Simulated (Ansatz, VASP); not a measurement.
## Mg in VASP and in Ansatz

```xyz
1
Lattice="0.0000 2.2558 2.2558 2.2558 0.0000 2.2558 2.2558 2.2558 0.0000" Properties=species:S:1:pos:R:3 pbc="T T T"
Mg    0.0000    0.0000    0.0000
```

Alike in both runs: task single point; functional PBE; k mesh 16 × 16 × 16; occupations gaussian, width 0.1 eV; no spin polarisation.

|  | VASP | Ansatz |
| --- | --- | --- |
| version | VASP 6.6.1 | Ansatz 0.2.0 |
| potentials or method | VASP PAW PBE potentials, release 64 (Mg), cutoff 520 eV | scalar-relativistic, plane waves, PAW |
| valence electrons in the cell | 2 | 10 |

VASP gave:

```
gap on the k mesh at the Fermi level (eV) : none
pressure (GPa)                            : 0.1
```

Question: What did Ansatz give for the same quantities?

Answer: gap on the k mesh at the Fermi level (eV): none; pressure (GPa): 0.3.

A gap of «none» marks a metal or a gap that the smearing closes. VASP's potentials hold 2 valence electrons a cell and Ansatz's 10, so a difference there can come from the potentials and not from the codes.
